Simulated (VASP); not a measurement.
# Co (Fm-3m) in VASP: a series of runs

Runs on Co. Level: LDA. Tasks: single point.

Everything below comes from runs of VASP 6.6.1. Logs are shortened: lines on timing, memory, paths and dates and some standing lists are left out, and cuts for length are marked.

### Step 1. The cell of the first run

Symmetry: Fm-3m, No. 225, cubic system. The conventional cell has a = 3.375 Å, b = 3.375 Å, c = 3.375 Å, α = 90.00°, β = 90.00°, γ = 90.00°. Co (site symmetry m-3m) has 12 Co at 2.39 Å within 3.2 Å.

### Step 2. Single point, LDA

The input, INCAR:

```
SYSTEM = Co
PREC = Accurate
ENCUT = 520
EDIFF = 1E-7
ISMEAR = -1
SIGMA = 0.1
LREAL = .False.
LASPH = .True.
NELM = 60
ALGO = Normal
ISIF = 2
LWAVE = .False.
LCHARG = .False.
GGA = CA
NBANDS = 10
```

The input, KPOINTS:

```
Automatic mesh
0
Gamma
  26 26 26
  0 0 0
```

The input, POSCAR:

```
Co
1.0
    0.0000000000      1.6876096372      1.6876096372
    1.6876096372      0.0000000000      1.6876096372
    1.6876096372      1.6876096372      0.0000000000
Co
1
Direct
    0.0000000000      0.0000000000      0.0000000000
```

Potentials or basis: VASP PAW LDA potentials, release 64 (Co).

Started as:

```sh
$ cat potpaw_LDA.64/Co/POTCAR > POTCAR
$ mpirun -np 1 vasp_std > vasp.out
```

OUTCAR:

```text
SYSTEM = Co
   PREC = Accurate
   ENCUT = 520
   EDIFF = 1E-7
   ISMEAR = -1
   LREAL = .False.
   LASPH = .True.
   NELM = 60
   ISIF = 2
   GGA = CA

 ion  position               nearest neighbor table
   1  0.000  0.000  0.000-

  LATTYP: Found a face centered cubic cell.
 ALAT       =     3.3752192744

  Lattice vectors:

 A1 = (   0.0000000000,   1.6876096372,   1.6876096372)
 A2 = (   1.6876096372,   0.0000000000,   1.6876096372)
 A3 = (   1.6876096372,   1.6876096372,   0.0000000000)

Analysis of symmetry for initial positions (statically):
=====================================================================
 Subroutine PRICEL returns:
 Original cell was already a primitive cell.

 Routine SETGRP: Setting up the symmetry group for a
 face centered cubic supercell.

 Subroutine GETGRP returns: Found 48 space group operations
 (whereof 48 operations were pure point group operations)
 out of a pool of 48 trial point group operations.

The static configuration has the point symmetry O_h .

Analysis of symmetry for dynamics (positions and initial velocities):
=====================================================================
 Subroutine PRICEL returns:
 Original cell was already a primitive cell.

 Routine SETGRP: Setting up the symmetry group for a
 face centered cubic supercell.

 Subroutine GETGRP returns: Found 48 space group operations
 (whereof 48 operations were pure point group operations)
 out of a pool of 48 trial point group operations.

The dynamic configuration has the point symmetry O_h .

 Subroutine INISYM returns: Found 48 space group operations
 (whereof 48 operations are pure point group operations),
 and found     1 'primitive' translations

----------------------------------------------------------------------------------------

                                     Primitive cell

  volume of cell :       9.6127

  direct lattice vectors                    reciprocal lattice vectors
     0.000000000  1.687609637  1.687609637    -0.296277047  0.296277047  0.296277047
     1.687609637  0.000000000  1.687609637     0.296277047 -0.296277047  0.296277047
     1.687609637  1.687609637  0.000000000     0.296277047  0.296277047 -0.296277047

  length of vectors
     2.386640437  2.386640437  2.386640437     0.513166899  0.513166899  0.513166899

  position of ions in fractional coordinates (direct lattice)
     0.000000000  0.000000000  0.000000000

  ion indices of the primitive-cell ions
   primitive index   ion index
                 1           1

----------------------------------------------------------------------------------------

 KPOINTS: Automatic mesh

Automatic generation of k-mesh.
 Grid dimensions read from file:
 generate k-points for:   26   26   26

 Generating k-lattice:

  Cartesian coordinates                     Fractional coordinates (reciprocal lattice)
    -0.011395271  0.011395271  0.011395271     0.038461538  0.000000000  0.000000000
     0.011395271 -0.011395271  0.011395271     0.000000000  0.038461538  0.000000000
     0.011395271  0.011395271 -0.011395271     0.000000000  0.000000000  0.038461538

  Length of vectors
     0.019737188  0.019737188  0.019737188

  Shift w.r.t. Gamma in fractional coordinates (k-lattice)
     0.000000000  0.000000000  0.000000000

 Subroutine IBZKPT returns following result:
 ===========================================

 Found    511 irreducible k-points:

 Following reciprocal coordinates:
            Coordinates               Weight
  0.000000  0.000000  0.000000      1.000000
  0.038462  0.000000  0.000000      8.000000
  0.076923  0.000000  0.000000      8.000000
  0.115385  0.000000  0.000000      8.000000
  0.153846  0.000000  0.000000      8.000000
  0.192308  0.000000  0.000000      8.000000
[... 16 lines left out ...]
  0.346154  0.038462  0.000000     24.000000
  0.384615  0.038462  0.000000     24.000000
 [... further k-points ...]
   k-points           NKPTS =    511   k-points in BZ     NKDIM =    511   number of bands    NBANDS=     10
   number of dos      NEDOS =    301   number of ions     NIONS =      1
   total plane-waves  NPLWV =   5832
   dimension x,y,z NGX =    18 NGY =   18 NGZ =   18
   dimension x,y,z NGXF=    36 NGYF=   36 NGZF=   36
   ions per type =               1
   NGX,Y,Z   is equivalent  to a cutoff of  12.54, 12.54, 12.54 a.u.
   NGXF,Y,Z  is equivalent  to a cutoff of  25.08, 25.08, 25.08 a.u.
 SYSTEM =  Co
   PREC   = accura    normal or accurate (medium, high low for compatibility)
   ISTART =      0    job   : 0-new  1-cont  2-samecut
   ICHARG =      2    charge: 1-file 2-atom 10-const
   ISPIN  =      1    spin polarized calculation?
   LNONCOLLINEAR =      F non collinear calculations
   LSORBIT =      F    spin-orbit coupling
   LASPH  =      T    aspherical Exc in radial PAW
   ENCUT  =  520.0 eV  38.22 Ry    6.18 a.u.   4.44  4.44  4.44*2*pi/ulx,y,z
   NELM   =     60;   NELMIN=  2; NELMDL= -5     # of ELM steps
   EDIFF  = 0.1E-06   stopping-criterion for ELM
   LREAL  =      F    real-space projection
   EDIFFG = 0.1E-05   stopping-criterion for IOM
   NSW    =      0    number of steps for IOM
   IBRION =     -1    ionic relax: 0-MD 1-quasi-New 2-CG
   NFREE  =      0    steps in history (QN), initial steepest desc. (CG)
   ISIF   =      2    stress and relaxation
   ISYM   =      2    0-nonsym 1-usesym 2-fastsym
   POTIM  = 0.5000    time-step for ionic-motion
   TEBEG  =    0.0;   TEEND  =   0.0 temperature during run
   PSTRESS=    0.0 pullay stress
   NELECT =       9.0000    total number of electrons
   NUPDOWN=      -1.0000    fix difference up-down
   EMIN   =  10.00;   EMAX   =-10.00  energy-range for DOS
   EFERMI =   0.00;   METHOD = LEGACY
   ISMEAR =    -1;   SIGMA  =   0.10  broadening in eV -4-tet -1-fermi 0-gaus
   EFERMI_NEDOS =   21; number of points for ismear=-14 and -15
   IALGO  =     38    algorithm
   IMIX   =      4    mixing-type and parameters
     AMIX     =   0.40;   BMIX     =  1.00
     AMIX_MAG =   1.60;   BMIX_MAG =  1.00
  volume/ion in A,a.u.               =       9.61        64.87
  Fermi-wavevector in a.u.,A,eV,Ry     =   1.601549  3.026490 34.898406  2.564960
  Thomas-Fermi vector in A             =   2.698510
   LORBIT       =      0    0 simple, 1 ext, 2 COOP (PROOUT), +10 PAW based schemes
   GGA     = CA    functional components
   LHFCALC =     F    Hartree Fock is set to
   AEXX    =    0.0000 exact exchange contribution
   IVDW    =     0    specifies the selected vdW correction
   LEPSILON=     F    determine dielectric tensor
   LRPA    =     F    only Hartree local field effects (RPA)
 non-spin polarized calculation
  energy-cutoff  :      520.00
  volume of cell :        9.61
 maximum number of plane-waves:       272
 NGX is ok and might be reduce to    18
   NGX =  9   NGY =  9   NGZ =  9

 number of electron       9.0000007 magnetization

 Free energy of the ion-electron system (eV)
  ---------------------------------------------------
  ext. energy  EPLUGINS =         0.00000000
  ---------------------------------------------------
  free energy    TOTEN  =        -8.09273603 eV

  energy without entropy =       -8.02424758  energy(sigma->0) =       -8.05849180

 E-fermi :  11.7426     XC(G=0): -14.4801

 val. band max:       11.7418756988   @ k =   0.5000   0.3846   0.0385
 cond. band min:      11.7440039909   @ k =  -0.1538   0.1538   0.0000
 fundamental gap:      0.0021282921
 Fermi energy:        11.7426207417

 k-point     1 :       0.0000    0.0000    0.0000
  band No.  band energies     occupation
      1       2.2053      2.00000
      2       9.5861      2.00000
      3       9.5861      2.00000
      4       9.5861      2.00000
      5      11.1278      1.99573
      6      11.1278      1.99573
      7      35.8593      0.00000
      8      41.2681      0.00000
      9      41.2681      0.00000
     10      41.2681      0.00000

 k-point     2 :       0.0385    0.0000    0.0000
  band No.  band energies     occupation
      1       2.2703      2.00000
      2       9.5633      2.00000
      3       9.6043      2.00000
      4       9.6043      2.00000
      5      11.1190      1.99609
      6      11.1190      1.99609
      7      35.7921      0.00000
      8      40.3842      0.00000
      9      41.1909      0.00000
     10      41.1909      0.00000

 k-point     3 :       0.0769    0.0000    0.0000
  band No.  band energies     occupation
      1       2.4636      2.00000
      2       9.4981      2.00000
      3       9.6558      2.00000
      4       9.6558      2.00000
      5      11.0958      1.99690
      6      11.0958      1.99690
      7      35.4739      0.00000
      8      38.8598      0.00000
      9      40.9915      0.00000
     10      40.9915      0.00000

 k-point     4 :       0.1154    0.0000    0.0000
  band No.  band energies     occupation
      1       2.7796      2.00000
      2       9.4001      2.00000
      3       9.7299      2.00000
      4       9.7299      2.00000
      5      11.0690      1.99763
      6      11.0690      1.99763
      7      34.5485      0.00000
      8      37.7397      0.00000
      9      40.7319      0.00000
     10      40.7319      0.00000
[... 222 lines left out ...]
 k-point    22 :       0.3077    0.0385    0.0000
  band No.  band energies     occupation
      1       5.3631      2.00000
      2       9.1458      2.00000
      3       9.7832      2.00000
      4       9.8366      2.00000
      5      11.3673      1.95419
      6      11.5613      1.71953
      7      26.0720      0.00000
      8      35.6087      0.00000
      9      38.2490      0.00000
     10      41.1227      0.00000

 k-point    23 :       0.3462    0.0385    0.0000
  band No.  band energies     occupation
      1       5.8473      2.00000
      2       9.4100      2.00000
      3       9.7006      2.00000
      4       9.7671      2.00000
      5      11.6022      1.60575
      6      11.7376      1.02500
      7      24.3097      0.00000
      8      35.2150      0.00000
      9      38.1094      0.00000
     10      40.6255      0.00000

 k-point    24 :       0.3846    0.0385    0.0000
  band No.  band energies     occupation
      1       6.1755      2.00000
      2       9.6152      2.00000
      3       9.6946      2.00000
      4       9.8717      2.00000
      5      11.8522      0.50104
      6      11.9007      0.34141
      7      22.6853      0.00000
      8      34.8617      0.00000
      9      38.0477      0.00000
     10      40.0297      0.00000

 [... further k-points ...]
[... 5 lines left out ...]
  --------------------------------------------------------------------------------------
  -------------------------------------------------------------------------------------
  Total       -0.0507454     -0.0507454     -0.0507454      0.0000000      0.0000000      0.0000000
  in kB       -8.4578744     -8.4578744     -8.4578744      0.0000000      0.0000000      0.0000000
  external PRESSURE =      -8.4578744 kB  Pullay stress =       0.0000000 kB

 VOLUME and BASIS-vectors are now :
 -----------------------------------------------------------------------------
  energy-cutoff  :      520.00
  volume of cell :        9.61
      direct lattice vectors                 reciprocal lattice vectors
     0.000000000  1.687609637  1.687609637    -0.296277047  0.296277047  0.296277047
     1.687609637  0.000000000  1.687609637     0.296277047 -0.296277047  0.296277047
     1.687609637  1.687609637  0.000000000     0.296277047  0.296277047 -0.296277047

 POSITION                                       TOTAL-FORCE (eV/Angst)
 -----------------------------------------------------------------------------------
      0.00000      0.00000      0.00000        -0.000000      0.000000     -0.000000
 -----------------------------------------------------------------------------------
    total drift:                                0.000000     -0.000000     -0.000000

  FREE ENERGIE OF THE ION-ELECTRON SYSTEM (eV)
  ---------------------------------------------------
  free  energy   TOTEN  =        -8.0927360333 eV

  energy  without entropy=       -8.0242475759  energy(sigma->0) =       -8.05849180
```

Wall time 31 s (1 thread of Intel Xeon Platinum 8375C at 2.90GHz (Ice Lake), shared host); peak memory 0.16 GiB.

What came out:

```yaml
Free_energy: -8.0927 eV
Pressure: -0.8 GPa
```

Caveat: the run has no spin polarisation, though such a crystal can be magnetic.

### Step 3. Single point, LDA (volume scaled by 0.96)

The input, INCAR:

```
PREC     = Accurate       # precision mode
ENCUT    = 600            # plane-wave cutoff, eV
EDIFF    = 1E-6           # SCF threshold, eV
ISMEAR   = -1             # smearing method
SIGMA    = 0.1            # smearing width, eV
LREAL    = False          # projectors in reciprocal space
LASPH    = True           # aspherical terms in the spheres
NELM     = 120            # most SCF steps
ALGO     = Normal         # electronic algorithm
ISIF     = 2              # what is computed and relaxed
LWAVE    = False          # write WAVECAR
LCHARG   = True           # write CHGCAR
GGA      = CA             # functional
LELF     = True           # ELF
LVHAR    = True         
NBANDS   = 14             # bands
GGA_COMPAT= False
```

The input, KPOINTS:

```
Automatic mesh
0
Gamma
  18 18 18
```

The input, POSCAR:

```
Co
1.0
    0.0000000000      1.6648013056      1.6648013056
    1.6648013056      0.0000000000      1.6648013056
    1.6648013056      1.6648013056      0.0000000000
Co
1
Direct
    0.0000000000      0.0000000000      0.0000000000
```

Potentials or basis: VASP PAW LDA potentials, release 64 (Co_sv).

Started as:

```sh
$ cat potpaw_LDA.64/Co_sv/POTCAR > POTCAR
$ mpirun -np 1 vasp_std > vasp.out
```

Run time: 19 s. Hardware: 1 thread of Intel Xeon Platinum 8488C (Sapphire Rapids), shared host; peak memory 0.14 GiB.

It converged, with:

| Property | Result |
| --- | --- |
| Free energy | -8.1212 eV |
| Pressure | 10.6 GPa |

Levels at points of the mesh, in eV from the Fermi level:
```
           k point  band 4  band 5  band 6  band 7  band 8  band 9  band 10  band 11  band 12  band 13
(0.00, 0.00, 0.00)  -57.83   -9.89   -2.31   -2.31   -2.31   -0.66    -0.66    24.23    29.94    29.94
(0.50, 0.00, 0.00)  -57.91   -5.63   -2.37   -2.37   -0.27    0.42     0.42     8.19    22.82    27.86
(0.50, 0.50, 0.00)  -58.05   -5.68   -4.95    0.41    0.68    0.68     2.95    11.89    16.69    16.69
```

Caveat: the run has no spin polarisation, though such a crystal can be magnetic.
